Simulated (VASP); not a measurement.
# SiO2 (I-42d) in VASP: notebook

Aim: see how the results for SiO2 move with the level of theory and the settings. Levels: r2SCAN, PBE. Tasks: single point.

Program: VASP 6.6.1. These are calculated values, not measurements. Logs are shortened: lines on timing, memory, paths and dates and some standing lists are left out, and cuts for length are marked.

**1. The cell of the first run**

It takes space group I-42d (No. 122, tetragonal). The conventional cell has a = 5.041 Å, b = 5.041 Å, c = 7.459 Å, α = 90.00°, β = 90.00°, γ = 90.00°. Within 2.2 Å of Si (site symmetry -4) lie 4 O at 1.64 Å. O (site symmetry 2) has 2 Si at 1.64 Å within 2.2 Å.

**2. Single point, r2SCAN (15.80 Å³/atom)**

Input file POSCAR:

```
SiO2
1.0
   -2.5204451515      2.5204451515      3.7295843443
    2.5204451515     -2.5204451515      3.7295843443
    2.5204451515      2.5204451515     -3.7295843443
Si O
2 4
Direct
    0.0000000000      0.0000000000      0.0000000000
    0.7500000000      0.2500000000      0.5000000000
    0.9733622718      0.6250000000      0.8483622718
    0.3750000000      0.2233622718      0.3483622718
    0.7766377282      0.1250000000      0.1516377282
    0.8750000000      0.0266377282      0.6516377282
```

Input file INCAR.step1:

```
SYSTEM = SiO2
PREC = Accurate
ENCUT = 520
ISMEAR = 0
SIGMA = 0.01
LREAL = .FALSE.
LASPH = .TRUE.
NELM = 100
NBANDS = 25
GGA = PE
ALGO = Normal
EDIFF = 1E-4
LWAVE = .TRUE.
LCHARG = .FALSE.
```

Input file INCAR.step2:

```
SYSTEM = SiO2
PREC = Accurate
ENCUT = 520
EDIFF = 1E-6
ISMEAR = 0
SIGMA = 0.01
LREAL = .FALSE.
LASPH = .TRUE.
NELM = 100
ALGO = Normal
ISIF = 2
LWAVE = .FALSE.
LCHARG = .TRUE.
METAGGA = R2SCAN
LMIXTAU = .TRUE.
LELF = .TRUE.
LVHAR = .TRUE.
NBANDS = 25
ISTART = 1
```

Input file KPOINTS:

```
regular mesh
0
G
  6 6 6
  0 0 0
```

Potentials or basis: VASP PAW PBE potentials, release 64 (Si, O).

Started as:

```console
$ cat potpaw_PBE.64/Si/POTCAR potpaw_PBE.64/O/POTCAR > POTCAR
$ cp INCAR.step1 INCAR
$ mpirun -np 1 vasp_std > vasp.out
$ cp INCAR.step2 INCAR
$ mpirun -np 1 vasp_std > vasp.out
```

OUTCAR:

```text
SYSTEM = SiO2
   PREC = Accurate
   ENCUT = 520
   EDIFF = 1E-6
   ISMEAR = 0
   LREAL = .FALSE.
   LASPH = .TRUE.
   NELM = 100
   ISIF = 2
   METAGGA = R2SCAN
   ISTART = 1

 ion  position               nearest neighbor table
   1  0.000  0.000  0.000-   3 1.64   4 1.64   5 1.64   6 1.64   2 3.14   2 3.14   2 3.14   2 3.14

   2  0.750  0.250  0.500-   4 1.64   3 1.64   5 1.64   6 1.64   1 3.14   1 3.14   1 3.14   1 3.14

   3  0.973  0.625  0.848-   1 1.64   2 1.64
   4  0.375  0.223  0.348-   2 1.64   1 1.64
   5  0.777  0.125  0.152-   1 1.64   2 1.64
   6  0.875  0.027  0.652-   1 1.64   2 1.64

  LATTYP: Found a body centered tetragonal cell.
 ALAT       =     5.0408903030
 C/A-ratio  =     1.4797323965

  Lattice vectors:

 A1 = (  -2.5204451515,   2.5204451515,   3.7295843443)
 A2 = (   2.5204451515,  -2.5204451515,   3.7295843443)
 A3 = (   2.5204451515,   2.5204451515,  -3.7295843443)

Analysis of symmetry for initial positions (statically):
=====================================================================
 Subroutine PRICEL returns:
 Original cell was already a primitive cell.

 Routine SETGRP: Setting up the symmetry group for a
 body centered tetragonal supercell.

 Subroutine GETGRP returns: Found  8 space group operations
 (whereof  4 operations were pure point group operations)
 out of a pool of 16 trial point group operations.

The static configuration has the point symmetry S_4 .
 The point group associated with its full space group is D_2d.

Analysis of symmetry for dynamics (positions and initial velocities):
=====================================================================
 Subroutine PRICEL returns:
 Original cell was already a primitive cell.

 Routine SETGRP: Setting up the symmetry group for a
 body centered tetragonal supercell.

 Subroutine GETGRP returns: Found  8 space group operations
 (whereof  4 operations were pure point group operations)
 out of a pool of 16 trial point group operations.

The dynamic configuration has the point symmetry S_4 .
 The point group associated with its full space group is D_2d.

 Subroutine INISYM returns: Found  8 space group operations
 (whereof  4 operations are pure point group operations),
 and found     1 'primitive' translations

----------------------------------------------------------------------------------------

                                     Primitive cell

  volume of cell :      94.7709

  direct lattice vectors                    reciprocal lattice vectors
    -2.520445152  2.520445152  3.729584344     0.000000000  0.198377656  0.134063197
     2.520445152 -2.520445152  3.729584344     0.198377656  0.000000000  0.134063197
     2.520445152  2.520445152 -3.729584344     0.198377656  0.198377656  0.000000000

  length of vectors
     5.158981189  5.158981189  5.158981189     0.239429812  0.239429812  0.280548371

  position of ions in fractional coordinates (direct lattice)
     0.000000000  0.000000000  0.000000000
     0.750000000  0.250000000  0.500000000
     0.973362272  0.625000000  0.848362272
     0.375000000  0.223362272  0.348362272
     0.776637728  0.125000000  0.151637728
     0.875000000  0.026637728  0.651637728

  ion indices of the primitive-cell ions
   primitive index   ion index
                 1           1
                 2           2
                 3           3
                 4           4
                 5           5
                 6           6

----------------------------------------------------------------------------------------

 KPOINTS: regular mesh

Automatic generation of k-mesh.
 Grid dimensions read from file:
 generate k-points for:    6    6    6

 Generating k-lattice:

  Cartesian coordinates                     Fractional coordinates (reciprocal lattice)
     0.000000000  0.033062943  0.022343866     0.166666667  0.000000000  0.000000000
     0.033062943  0.000000000  0.022343866     0.000000000  0.166666667  0.000000000
     0.033062943  0.033062943  0.000000000     0.000000000  0.000000000  0.166666667

  Length of vectors
     0.039904969  0.039904969  0.046758062

  Shift w.r.t. Gamma in fractional coordinates (k-lattice)
     0.000000000  0.000000000  0.000000000

 Subroutine IBZKPT returns following result:
 ===========================================

 Found     30 irreducible k-points:

 Following reciprocal coordinates:
            Coordinates               Weight
  0.000000  0.000000  0.000000      1.000000
  0.166667  0.000000  0.000000      8.000000
  0.333333  0.000000  0.000000      8.000000
  0.500000  0.000000  0.000000      4.000000
  0.166667  0.166667  0.000000      8.000000
  0.333333  0.166667  0.000000     16.000000
[... 16 lines left out ...]
 -0.333333 -0.333333  0.166667      8.000000
 -0.166667 -0.333333  0.166667      8.000000
 [... further k-points ...]
   k-points           NKPTS =     30   k-points in BZ     NKDIM =     30   number of bands    NBANDS=     25
   number of dos      NEDOS =    301   number of ions     NIONS =      6
   total plane-waves  NPLWV =  64000
   dimension x,y,z NGX =    40 NGY =   40 NGZ =   40
   dimension x,y,z NGXF=    80 NGYF=   80 NGZF=   80
   ions per type =               2   4
   NGX,Y,Z   is equivalent  to a cutoff of  12.89, 12.89, 12.89 a.u.
   NGXF,Y,Z  is equivalent  to a cutoff of  25.78, 25.78, 25.78 a.u.
 SYSTEM =  SiO2
   PREC   = accura    normal or accurate (medium, high low for compatibility)
   ISTART =      1    job   : 0-new  1-cont  2-samecut
   ICHARG =      0    charge: 1-file 2-atom 10-const
   ISPIN  =      1    spin polarized calculation?
   LNONCOLLINEAR =      F non collinear calculations
   LSORBIT =      F    spin-orbit coupling
   LASPH  =      T    aspherical Exc in radial PAW
   ENCUT  =  520.0 eV  38.22 Ry    6.18 a.u.   9.59  9.59  9.59*2*pi/ulx,y,z
   NELM   =    100;   NELMIN=  2; NELMDL=  0     # of ELM steps
   EDIFF  = 0.1E-05   stopping-criterion for ELM
   LREAL  =      F    real-space projection
[... 7 lines left out ...]
   TEBEG  =    0.0;   TEEND  =   0.0 temperature during run
   PSTRESS=    0.0 pullay stress
   NELECT =      32.0000    total number of electrons
   NUPDOWN=      -1.0000    fix difference up-down
   EMIN   =  10.00;   EMAX   =-10.00  energy-range for DOS
   EFERMI =   0.00;   METHOD = LEGACY
   ISMEAR =     0;   SIGMA  =   0.01  broadening in eV -4-tet -1-fermi 0-gaus
   EFERMI_NEDOS =   21; number of points for ismear=-14 and -15
   IALGO  =     38    algorithm
   IMIX   =      4    mixing-type and parameters
     AMIX     =   0.40;   BMIX     =  1.00
     AMIX_MAG =   1.60;   BMIX_MAG =  1.00
  volume/ion in A,a.u.               =      15.80       106.59
  Fermi-wavevector in a.u.,A,eV,Ry     =   1.139987  2.154263 17.681724  1.299570
  Thomas-Fermi vector in A             =   2.276690
   LORBIT       =      0    0 simple, 1 ext, 2 COOP (PROOUT), +10 PAW based schemes
   METAGGA = R2SCAN    functional components
   LHFCALC =     F    Hartree Fock is set to
   AEXX    =    0.0000 exact exchange contribution
   IVDW    =     0    specifies the selected vdW correction
   LEPSILON=     F    determine dielectric tensor
   LRPA    =     F    only Hartree local field effects (RPA)
 non-spin polarized calculation
 Gauss-broadening in eV      SIGMA  =   0.01
  energy-cutoff  :      520.00
  volume of cell :       94.77
 maximum number of plane-waves:      2581
 NGX is ok and might be reduce to    40
   NGX = 19   NGY = 19   NGZ = 19

 number of electron      31.9999990 magnetization

 Free energy of the ion-electron system (eV)
  ---------------------------------------------------
  ext. energy  EPLUGINS =         0.00000000
  ---------------------------------------------------
  free energy    TOTEN  =       -59.44719019 eV

  energy without entropy =      -59.44719019  energy(sigma->0) =      -59.44719019

 E-fermi :  -1.1198     XC(G=0):  -8.3722

 val. band max:       -1.2149043327   @ k =   0.0000   0.0000   0.0000
 cond. band min:       5.0113139015   @ k =   0.0000   0.0000   0.0000
 fundamental gap:      6.2262182342
 Fermi energy:        -1.1198367101

 k-point     1 :       0.0000    0.0000    0.0000
  band No.  band energies     occupation
      1     -21.1145      2.00000
      2     -19.2211      2.00000
      3     -19.2211      2.00000
      4     -19.1687      2.00000
      5     -10.3469      2.00000
      6      -6.6469      2.00000
[... 17 lines left out ...]
     24      12.3590      0.00000
     25      12.8567      0.00000

 k-point     2 :       0.1667    0.0000    0.0000
  band No.  band energies     occupation
      1     -21.0371      2.00000
      2     -19.3311      2.00000
      3     -19.2248      2.00000
      4     -19.1865      2.00000
      5     -10.1450      2.00000
      6      -6.7265      2.00000
[... 17 lines left out ...]
     24      12.3026      0.00000
     25      12.7542      0.00000

 k-point     3 :       0.3333    0.0000    0.0000
  band No.  band energies     occupation
      1     -20.8419      2.00000
      2     -19.6140      2.00000
      3     -19.2313      2.00000
      4     -19.1977      2.00000
      5      -9.6774      2.00000
      6      -7.0052      2.00000
[... 17 lines left out ...]
     24      11.9955      0.00000
     25      13.0476      0.00000

 k-point     4 :       0.5000    0.0000    0.0000
  band No.  band energies     occupation
      1     -20.7035      2.00000
      2     -19.7959      2.00000
      3     -19.2340      2.00000
      4     -19.2030      2.00000
      5      -9.3872      2.00000
      6      -7.2096      2.00000
[... 17 lines left out ...]
     24      12.2953      0.00000
     25      12.7124      0.00000
[... 477 lines left out ...]
 k-point    22 :      -0.1667    0.5000    0.1667
  band No.  band energies     occupation
      1     -20.6480      2.00000
      2     -19.8511      2.00000
      3     -19.2384      2.00000
      4     -19.2193      2.00000
      5      -9.2199      2.00000
      6      -7.3734      2.00000
[... 17 lines left out ...]
     24      12.4494      0.00000
     25      12.9256      0.00000

 k-point    23 :      -0.3333   -0.3333    0.1667
  band No.  band energies     occupation
      1     -20.6508      2.00000
      2     -19.8383      2.00000
      3     -19.2422      2.00000
      4     -19.2284      2.00000
      5      -9.1832      2.00000
      6      -7.4237      2.00000
[... 17 lines left out ...]
     24      12.5261      0.00000
     25      12.9813      0.00000

 k-point    24 :      -0.1667   -0.3333    0.1667
  band No.  band energies     occupation
      1     -20.8431      2.00000
      2     -19.5897      2.00000
      3     -19.2342      2.00000
      4     -19.2232      2.00000
      5      -9.6389      2.00000
      6      -6.9825      2.00000
[... 17 lines left out ...]
     24      12.4233      0.00000
     25      13.0213      0.00000

 [... further k-points ...]

------------------------ aborting loop because EDIFF is reached ----------------------------------------

  FORCE on cell =-STRESS in cart. coord.  units (eV):
  Direction    XX          YY          ZZ          XY          YZ          ZX
  --------------------------------------------------------------------------------------
  -------------------------------------------------------------------------------------
  Total       -5.1237156     -5.1237156     -5.0718767      0.0000000      0.0000000      0.0000000
  in kB      -86.6204976    -86.6204976    -85.7441194      0.0000000      0.0000000      0.0000000
  external PRESSURE =     -86.3283716 kB  Pullay stress =       0.0000000 kB

 VOLUME and BASIS-vectors are now :
 -----------------------------------------------------------------------------
  energy-cutoff  :      520.00
  volume of cell :       94.77
      direct lattice vectors                 reciprocal lattice vectors
    -2.520445152  2.520445152  3.729584344     0.000000000  0.198377656  0.134063197
     2.520445152 -2.520445152  3.729584344     0.198377656  0.000000000  0.134063197
     2.520445152  2.520445152 -3.729584344     0.198377656  0.198377656  0.000000000

 POSITION                                       TOTAL-FORCE (eV/Angst)
 -----------------------------------------------------------------------------------
      0.00000      0.00000      0.00000        -0.000000     -0.000000     -0.000000
      0.00000      2.52045      1.86479        -0.000000     -0.000000     -0.000000
      1.26022      3.01628      2.79719        -0.000000     -0.609676     -0.000000
      0.49583      1.26022      0.93240        -0.609676     -0.000000     -0.000000
     -1.26022      2.02461      2.79719        -0.000000      0.609676      0.000000
     -0.49583      3.78067      0.93240         0.609676      0.000000      0.000000
 -----------------------------------------------------------------------------------
    total drift:                                0.000005      0.000005     -0.000003

  FREE ENERGIE OF THE ION-ELECTRON SYSTEM (eV)
  ---------------------------------------------------
  free  energy   TOTEN  =       -59.4471901893 eV

  energy  without entropy=      -59.4471901893  energy(sigma->0) =      -59.44719019
```

Run time: 4.1 min. Hardware: 1 thread of AMD EPYC 7R13, shared host; peak memory 0.24 GiB.

Results:

```
Free energy            : -59.4472 eV
Pressure               : -8.6 GPa
Largest force          : 0.610 eV/Å
Band gap on the k mesh : 6.23 eV
```

Forces in eV/Å, atoms in the order of the input:
```
Si   0.000  0.000  0.000
Si   0.000  0.000  0.000
O    0.000 -0.610  0.000
O   -0.610  0.000  0.000
O    0.000  0.610  0.000
O    0.610  0.000  0.000
```

Levels at points of the mesh, in eV from the valence-band top:
```
           k point  band 13  band 14  band 15  band 16  band 17  band 18  band 19  band 20
(0.00, 0.00, 0.00)    -1.48    -0.74     0.00     0.00     6.23     9.42    10.91    11.23
(0.50, 0.00, 0.00)    -1.39    -0.76    -0.46    -0.14     8.50     9.40    10.30    10.69
(0.50, 0.50, 0.00)    -0.91    -0.91    -0.33    -0.33     9.52     9.52    10.64    10.64
(0.50, 0.50, 0.50)    -1.42    -1.42    -0.29    -0.29     9.30     9.30    10.72    10.72
```

Caveat: the cell stands under tension; the PAW data sets were made with another functional, which shifts forces and pressure a little. r2SCAN opens gaps a little over a GGA but as a rule still falls short of measured ones.

**3. Single point, PBE**

This run uses another cell than the first one, of 14.90 Å³/atom.

Input file INCAR:

```
PREC = Accurate
ENCUT = 520
EDIFF = 1E-6
ISMEAR = 0
SIGMA = 0.01
LREAL = F
LASPH = T
NELM = 100
ALGO = Normal
ISIF = 2
LWAVE = F
LCHARG = F
GGA = PE
NBANDS = 25
```

Input file KPOINTS:

```
Automatic mesh
0
Gamma
  8 8 8
```

POSCAR, as its differences from that of step 2:

```diff
@@ -2,5 +2,5 @@
 1.0
-   -2.5204451515      2.5204451515      3.7295843443
-    2.5204451515     -2.5204451515      3.7295843443
-    2.5204451515      2.5204451515     -3.7295843443
+   -2.4719629805      2.4719629805      3.6578437053
+    2.4719629805     -2.4719629805      3.6578437053
+    2.4719629805      2.4719629805     -3.6578437053
 Si O
```

Potentials or basis: VASP PAW PBE potentials, release 64 (Si, O).

Started as:

```console
$ cat potpaw_PBE.64/Si/POTCAR potpaw_PBE.64/O/POTCAR > POTCAR
$ mpirun -np 1 vasp_std > vasp.out
```

Run time: 2.4 min. Hardware: 1 thread of AMD EPYC 7R13, shared host; peak memory 0.25 GiB.

It converged, with:

```
Free energy            : -47.4493 eV
Pressure               : 4.6 GPa
Largest force          : 0.267 eV/Å
Band gap on the k mesh : 5.94 eV
```

Forces on the atoms (eV/Å):
```
Si   0.000  0.000  0.000
Si   0.000  0.000  0.000
O    0.000  0.267  0.000
O    0.267  0.000  0.000
O    0.000 -0.267  0.000
O   -0.267  0.000  0.000
```

Stress tensor (GPa, compression positive):
```
4.64 0.00 0.00
0.00 4.64 0.00
0.00 0.00 4.49
```

Levels at points of the mesh, in eV from the valence-band top:
```csv
k point,band 13,band 14,band 15,band 16,band 17,band 18,band 19,band 20
"(0.00, 0.00, 0.00)",-1.54,-0.71,0.00,0.00,5.94,8.84,10.70,10.70
"(0.50, 0.00, 0.00)",-1.48,-0.78,-0.48,-0.15,8.26,9.01,9.77,10.25
"(0.50, 0.50, 0.00)",-0.97,-0.97,-0.33,-0.33,9.17,9.17,10.25,10.25
"(0.50, 0.50, 0.50)",-1.47,-1.47,-0.31,-0.31,8.94,8.94,10.26,10.26
```

Caveat: the cell stands under pressure. A k mesh can miss the band edges.
